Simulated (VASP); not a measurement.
# CO (P2_13) in VASP: single point with r2SCAN

Aim: the single point of CO with r2SCAN.

Program: VASP 6.6.1. These are calculated values, not measurements. Logs are shortened: lines on timing, memory, paths and dates and some standing lists are left out, and cuts for length are marked.

### 1 The cell of the first run

It takes space group P2_13 (No. 198, cubic). Conventional cell: a = 5.630 Å, b = 5.630 Å, c = 5.630 Å, α = 90.00°, β = 90.00°, γ = 90.00°. C (site symmetry 3) has 1 O at 1.06 Å within 1.4 Å. Within 1.4 Å of O (site symmetry 3) lie 1 C at 1.06 Å.

### 2 Single point, r2SCAN

File POSCAR:

```
CO
1.0
    5.6300000000      0.0000000000      0.0000000000
    0.0000000000      5.6300000000      0.0000000000
    0.0000000000      0.0000000000      5.6300000000
C O
4 4
Direct
    0.9580000000      0.9580000000      0.9580000000
    0.5420000000      0.0420000000      0.4580000000
    0.4580000000      0.5420000000      0.0420000000
    0.0420000000      0.4580000000      0.5420000000
    0.0670000000      0.0670000000      0.0670000000
    0.4330000000      0.9330000000      0.5670000000
    0.5670000000      0.4330000000      0.9330000000
    0.9330000000      0.5670000000      0.4330000000
```

File INCAR.step1:

```
SYSTEM = CO
PREC = Accurate
ENCUT = 910
ISMEAR = -1
SIGMA = 0.1
LREAL = .FALSE.
LASPH = .TRUE.
NELM = 120
NBANDS = 30
GGA = PE
ALGO = Normal
EDIFF = 1E-5
LWAVE = .TRUE.
LCHARG = .FALSE.
GGA_COMPAT = .FALSE.
```

File INCAR.step2:

```
SYSTEM = CO
PREC = Accurate
ENCUT = 910
EDIFF = 1E-6
ISMEAR = -1
SIGMA = 0.1
LREAL = .FALSE.
LASPH = .TRUE.
NELM = 120
ALGO = Normal
ISIF = 2
LWAVE = .FALSE.
LCHARG = .FALSE.
METAGGA = R2SCAN
LMIXTAU = .TRUE.
NBANDS = 30
ISTART = 1
GGA_COMPAT = .FALSE.
```

File KPOINTS:

```
regular mesh
0
G
  5 5 5
  0 0 0
```

Potentials or basis: VASP PAW PBE potentials, release 64 (C_h, O_h).

Started as:

```console
$ cat potpaw_PBE.64/C_h/POTCAR potpaw_PBE.64/O_h/POTCAR > POTCAR
$ cp INCAR.step1 INCAR
$ mpirun -np 1 vasp_std > vasp.out
$ cp INCAR.step2 INCAR
$ mpirun -np 1 vasp_std > vasp.out
```

OUTCAR:

```text
SYSTEM = CO
   PREC = Accurate
   ENCUT = 910
   EDIFF = 1E-6
   ISMEAR = -1
   LREAL = .FALSE.
   LASPH = .TRUE.
   NELM = 120
   ISIF = 2
   METAGGA = R2SCAN
   ISTART = 1

 ion  position               nearest neighbor table
   1  0.958  0.958  0.958-   5 1.06
   2  0.542  0.042  0.458-   6 1.06
   3  0.458  0.542  0.042-   7 1.06
   4  0.042  0.458  0.542-   8 1.06
   5  0.067  0.067  0.067-   1 1.06
   6  0.433  0.933  0.567-   2 1.06
   7  0.567  0.433  0.933-   3 1.06
   8  0.933  0.567  0.433-   4 1.06

  LATTYP: Found a simple cubic cell.
 ALAT       =     5.6300000000

  Lattice vectors:

 A1 = (   5.6300000000,   0.0000000000,   0.0000000000)
 A2 = (   0.0000000000,   5.6300000000,   0.0000000000)
 A3 = (   0.0000000000,   0.0000000000,   5.6300000000)

Analysis of symmetry for initial positions (statically):
=====================================================================
 Subroutine PRICEL returns:
 Original cell was already a primitive cell.

 Routine SETGRP: Setting up the symmetry group for a
 simple cubic supercell.

 Subroutine GETGRP returns: Found 12 space group operations
 (whereof  3 operations were pure point group operations)
 out of a pool of 48 trial point group operations.

The static configuration has the point symmetry C_3 .
 The point group associated with its full space group is T   .

Analysis of symmetry for dynamics (positions and initial velocities):
=====================================================================
 Subroutine PRICEL returns:
 Original cell was already a primitive cell.

 Routine SETGRP: Setting up the symmetry group for a
 simple cubic supercell.

 Subroutine GETGRP returns: Found 12 space group operations
 (whereof  3 operations were pure point group operations)
 out of a pool of 48 trial point group operations.

The dynamic configuration has the point symmetry C_3 .
 The point group associated with its full space group is T   .

 Subroutine INISYM returns: Found 12 space group operations
 (whereof  3 operations are pure point group operations),
 and found     1 'primitive' translations

----------------------------------------------------------------------------------------

                                     Primitive cell

  volume of cell :     178.4535

  direct lattice vectors                    reciprocal lattice vectors
     5.630000000  0.000000000  0.000000000     0.177619893  0.000000000  0.000000000
     0.000000000  5.630000000  0.000000000     0.000000000  0.177619893  0.000000000
     0.000000000  0.000000000  5.630000000     0.000000000  0.000000000  0.177619893

  length of vectors
     5.630000000  5.630000000  5.630000000     0.177619893  0.177619893  0.177619893

  position of ions in fractional coordinates (direct lattice)
     0.958000000  0.958000000  0.958000000
     0.542000000  0.042000000  0.458000000
     0.458000000  0.542000000  0.042000000
     0.042000000  0.458000000  0.542000000
     0.067000000  0.067000000  0.067000000
     0.433000000  0.933000000  0.567000000
     0.567000000  0.433000000  0.933000000
     0.933000000  0.567000000  0.433000000

  ion indices of the primitive-cell ions
   primitive index   ion index
                 1           1
                 2           2
                 3           3
                 4           4
                 5           5
                 6           6
                 7           7
                 8           8

----------------------------------------------------------------------------------------

 KPOINTS: regular mesh

Automatic generation of k-mesh.
 Grid dimensions read from file:
 generate k-points for:    5    5    5

 Generating k-lattice:

  Cartesian coordinates                     Fractional coordinates (reciprocal lattice)
     0.035523979  0.000000000  0.000000000     0.200000000  0.000000000  0.000000000
     0.000000000  0.035523979  0.000000000     0.000000000  0.200000000  0.000000000
     0.000000000  0.000000000  0.035523979     0.000000000  0.000000000  0.200000000

  Length of vectors
     0.035523979  0.035523979  0.035523979

  Shift w.r.t. Gamma in fractional coordinates (k-lattice)
     0.000000000  0.000000000  0.000000000

 Subroutine IBZKPT returns following result:
 ===========================================

 Found     11 irreducible k-points:

 Following reciprocal coordinates:
            Coordinates               Weight
  0.000000  0.000000  0.000000      1.000000
  0.200000  0.000000  0.000000      6.000000
  0.400000  0.000000  0.000000      6.000000
  0.200000  0.200000  0.000000     12.000000
  0.400000  0.200000  0.000000     12.000000
 -0.200000  0.400000  0.000000     12.000000
  0.400000  0.400000  0.000000     12.000000
  0.200000  0.200000  0.200000      8.000000
  0.400000  0.200000  0.200000     24.000000
  0.400000  0.400000  0.200000     24.000000
  0.400000  0.400000  0.400000      8.000000
   k-points           NKPTS =     11   k-points in BZ     NKDIM =     11   number of bands    NBANDS=     30
   number of dos      NEDOS =    301   number of ions     NIONS =      8
   total plane-waves  NPLWV = 175616
   dimension x,y,z NGX =    56 NGY =   56 NGZ =   56
   dimension x,y,z NGXF=   112 NGYF=  112 NGZF=  112
   ions per type =               4   4
   NGX,Y,Z   is equivalent  to a cutoff of  16.54, 16.54, 16.54 a.u.
   NGXF,Y,Z  is equivalent  to a cutoff of  33.07, 33.07, 33.07 a.u.
 SYSTEM =  CO
   PREC   = accura    normal or accurate (medium, high low for compatibility)
   ISTART =      1    job   : 0-new  1-cont  2-samecut
   ICHARG =      0    charge: 1-file 2-atom 10-const
   ISPIN  =      1    spin polarized calculation?
   LNONCOLLINEAR =      F non collinear calculations
   LSORBIT =      F    spin-orbit coupling
   LASPH  =      T    aspherical Exc in radial PAW
   ENCUT  =  910.0 eV  66.88 Ry    8.18 a.u.  13.85 13.85 13.85*2*pi/ulx,y,z
   NELM   =    120;   NELMIN=  2; NELMDL=  0     # of ELM steps
   EDIFF  = 0.1E-05   stopping-criterion for ELM
   LREAL  =      F    real-space projection
   EDIFFG = 0.1E-04   stopping-criterion for IOM
   NSW    =      0    number of steps for IOM
   IBRION =     -1    ionic relax: 0-MD 1-quasi-New 2-CG
   NFREE  =      0    steps in history (QN), initial steepest desc. (CG)
   ISIF   =      2    stress and relaxation
   ISYM   =      2    0-nonsym 1-usesym 2-fastsym
   POTIM  = 0.5000    time-step for ionic-motion
   TEBEG  =    0.0;   TEEND  =   0.0 temperature during run
   PSTRESS=    0.0 pullay stress
   NELECT =      40.0000    total number of electrons
   NUPDOWN=      -1.0000    fix difference up-down
   EMIN   =  10.00;   EMAX   =-10.00  energy-range for DOS
   EFERMI =   0.00;   METHOD = LEGACY
   ISMEAR =    -1;   SIGMA  =   0.10  broadening in eV -4-tet -1-fermi 0-gaus
   EFERMI_NEDOS =   21; number of points for ismear=-14 and -15
   IALGO  =     38    algorithm
   IMIX   =      4    mixing-type and parameters
     AMIX     =   0.40;   BMIX     =  1.00
     AMIX_MAG =   1.60;   BMIX_MAG =  1.00
  volume/ion in A,a.u.               =      22.31       150.53
  Fermi-wavevector in a.u.,A,eV,Ry     =   0.994458  1.879253 13.455436  0.988947
  Thomas-Fermi vector in A             =   2.126411
   LORBIT       =      0    0 simple, 1 ext, 2 COOP (PROOUT), +10 PAW based schemes
   METAGGA = R2SCAN    functional components
   LHFCALC =     F    Hartree Fock is set to
   AEXX    =    0.0000 exact exchange contribution
   IVDW    =     0    specifies the selected vdW correction
   LEPSILON=     F    determine dielectric tensor
   LRPA    =     F    only Hartree local field effects (RPA)
 non-spin polarized calculation
  energy-cutoff  :      910.00
  volume of cell :      178.45
 maximum number of plane-waves:     11149
   NGX = 27   NGY = 27   NGZ = 27

 number of electron      39.9999989 magnetization

 Free energy of the ion-electron system (eV)
  ---------------------------------------------------
  ext. energy  EPLUGINS =         0.00000000
  ---------------------------------------------------
  free energy    TOTEN  =       -65.75874928 eV

  energy without entropy =      -65.75874928  energy(sigma->0) =      -65.75874928

 E-fermi :  -2.8109     XC(G=0):  -6.6404

 val. band max:       -5.2663590199   @ k =   0.4000   0.0000   0.0000
 cond. band min:       1.8602058325   @ k =   0.2000   0.2000   0.0000
 fundamental gap:      7.1265648524
 Fermi energy:        -2.8108684957

 k-point     1 :       0.0000    0.0000    0.0000
  band No.  band energies     occupation
      1     -28.0080      2.00000
      2     -27.9644      2.00000
      3     -27.9644      2.00000
      4     -27.9644      2.00000
      5     -11.0618      2.00000
      6     -11.0618      2.00000
[... 22 lines left out ...]
     29       5.7737      0.00000
     30       7.9024      0.00000

 k-point     2 :       0.2000    0.0000    0.0000
  band No.  band energies     occupation
      1     -28.0043      2.00000
      2     -27.9712      2.00000
      3     -27.9639      2.00000
      4     -27.9617      2.00000
      5     -11.0714      2.00000
      6     -11.0627      2.00000
[... 22 lines left out ...]
     29       5.8149      0.00000
     30       7.1297      0.00000

 k-point     3 :       0.4000    0.0000    0.0000
  band No.  band energies     occupation
      1     -27.9945      2.00000
      2     -27.9821      2.00000
      3     -27.9627      2.00000
      4     -27.9616      2.00000
      5     -11.0707      2.00000
      6     -11.0660      2.00000
[... 22 lines left out ...]
     29       6.0331      0.00000
     30       6.4833      0.00000

 k-point     4 :       0.2000    0.2000    0.0000
  band No.  band energies     occupation
      1     -28.0009      2.00000
      2     -27.9731      2.00000
      3     -27.9655      2.00000
      4     -27.9615      2.00000
      5     -11.0737      2.00000
      6     -11.0580      2.00000
[... 22 lines left out ...]
     29       5.8618      0.00000
     30       6.9005      0.00000

 k-point     5 :       0.4000    0.2000    0.0000
  band No.  band energies     occupation
      1     -27.9921      2.00000
      2     -27.9813      2.00000
      3     -27.9648      2.00000
      4     -27.9627      2.00000
      5     -11.0701      2.00000
      6     -11.0621      2.00000
[... 22 lines left out ...]
     29       6.0693      0.00000
     30       6.4524      0.00000

 k-point     6 :      -0.2000    0.4000    0.0000
  band No.  band energies     occupation
      1     -27.9921      2.00000
      2     -27.9813      2.00000
      3     -27.9648      2.00000
      4     -27.9627      2.00000
      5     -11.0701      2.00000
      6     -11.0620      2.00000
[... 22 lines left out ...]
     29       6.0692      0.00000
     30       6.4563      0.00000

 k-point     7 :       0.4000    0.4000    0.0000
  band No.  band energies     occupation
      1     -27.9862      2.00000
      2     -27.9812      2.00000
      3     -27.9675      2.00000
      4     -27.9658      2.00000
      5     -11.0648      2.00000
      6     -11.0590      2.00000
[... 22 lines left out ...]
     29       6.1924      0.00000
     30       6.3560      0.00000

 k-point     8 :       0.2000    0.2000    0.2000
  band No.  band energies     occupation
      1     -27.9979      2.00000
      2     -27.9741      2.00000
      3     -27.9669      2.00000
      4     -27.9621      2.00000
      5     -11.0742      2.00000
      6     -11.0543      2.00000
[... 22 lines left out ...]
     29       5.9169      0.00000
     30       6.7744      0.00000

 k-point     9 :       0.4000    0.2000    0.2000
  band No.  band energies     occupation
      1     -27.9899      2.00000
      2     -27.9804      2.00000
      3     -27.9664      2.00000
      4     -27.9640      2.00000
      5     -11.0696      2.00000
      6     -11.0596      2.00000
[... 22 lines left out ...]
     29       6.1251      0.00000
     30       6.4629      0.00000

 k-point    10 :       0.4000    0.4000    0.2000
  band No.  band energies     occupation
      1     -27.9845      2.00000
      2     -27.9800      2.00000
      3     -27.9689      2.00000
      4     -27.9671      2.00000
      5     -11.0649      2.00000
      6     -11.0582      2.00000
[... 22 lines left out ...]
     29       6.2851      0.00000
     30       6.4390      0.00000

 k-point    11 :       0.4000    0.4000    0.4000
  band No.  band energies     occupation
      1     -27.9804      2.00000
      2     -27.9778      2.00000
      3     -27.9719      2.00000
      4     -27.9704      2.00000
      5     -11.0612      2.00000
      6     -11.0554      2.00000
[... 22 lines left out ...]
     29       6.5235      0.00000
     30       6.6191      0.00000

------------------------ aborting loop because EDIFF is reached ----------------------------------------

  FORCE on cell =-STRESS in cart. coord.  units (eV):
  Direction    XX          YY          ZZ          XY          YZ          ZX
  --------------------------------------------------------------------------------------
  -------------------------------------------------------------------------------------
  Total       13.3893497     13.3893497     13.3893497      0.0000000      0.0000000      0.0000000
  in kB      120.2111858    120.2111858    120.2111858      0.0000000      0.0000000      0.0000000
  external PRESSURE =     120.2111858 kB  Pullay stress =       0.0000000 kB

 VOLUME and BASIS-vectors are now :
 -----------------------------------------------------------------------------
  energy-cutoff  :      910.00
  volume of cell :      178.45
      direct lattice vectors                 reciprocal lattice vectors
     5.630000000  0.000000000  0.000000000     0.177619893  0.000000000  0.000000000
     0.000000000  5.630000000  0.000000000     0.000000000  0.177619893  0.000000000
     0.000000000  0.000000000  5.630000000     0.000000000  0.000000000  0.177619893

 POSITION                                       TOTAL-FORCE (eV/Angst)
 -----------------------------------------------------------------------------------
      5.39354      5.39354      5.39354        -5.526808     -5.526808     -5.526808
      3.05146      0.23646      2.57854         5.526808      5.526808     -5.526808
      2.57854      3.05146      0.23646        -5.526808      5.526808      5.526808
      0.23646      2.57854      3.05146         5.526808     -5.526808      5.526808
      0.37721      0.37721      0.37721         5.537136      5.537136      5.537136
      2.43779      5.25279      3.19221        -5.537136     -5.537136      5.537136
      3.19221      2.43779      5.25279         5.537136     -5.537136     -5.537136
      5.25279      3.19221      2.43779        -5.537136      5.537136     -5.537136
 -----------------------------------------------------------------------------------
    total drift:                                0.000000      0.000000      0.000000

  FREE ENERGIE OF THE ION-ELECTRON SYSTEM (eV)
  ---------------------------------------------------
  free  energy   TOTEN  =       -65.7587492833 eV

  energy  without entropy=      -65.7587492832  energy(sigma->0) =      -65.75874928
```

Wall time 16 min (1 thread of Intel Xeon Platinum 8375C at 2.90GHz (Ice Lake), shared host); peak memory 0.5 GiB.

Results:

```
Free energy            : -65.7587 eV
Pressure               : 12.0 GPa
Largest force          : 9.591 eV/Å
Band gap on the k mesh : 7.13 eV
```

Forces in eV/Å, atoms in the order of the input:
```
C   -5.527 -5.527 -5.527
C    5.527  5.527 -5.527
C   -5.527  5.527  5.527
C    5.527 -5.527  5.527
O    5.537  5.537  5.537
O   -5.537 -5.537  5.537
O    5.537 -5.537 -5.537
O   -5.537  5.537 -5.537
```

Levels at points of the mesh, in eV from the valence-band top:
```
           k point  band 18  band 19  band 20  band 21  band 22  band 23
(0.00, 0.00, 0.00)    -0.06    -0.06    -0.06     7.33     7.33     7.33
```

Caveat: the cutoff is under 1.25 times the usual one of these potentials, so pressure, stress and relaxed cells hold a basis-set (Pulay) error; the cell stands under pressure; the PAW data sets were made with another functional, which shifts forces and pressure a little; an odd mesh through Γ misses points on the zone boundary, where band edges can lie. r2SCAN opens gaps a little over a GGA but as a rule still falls short of measured ones.
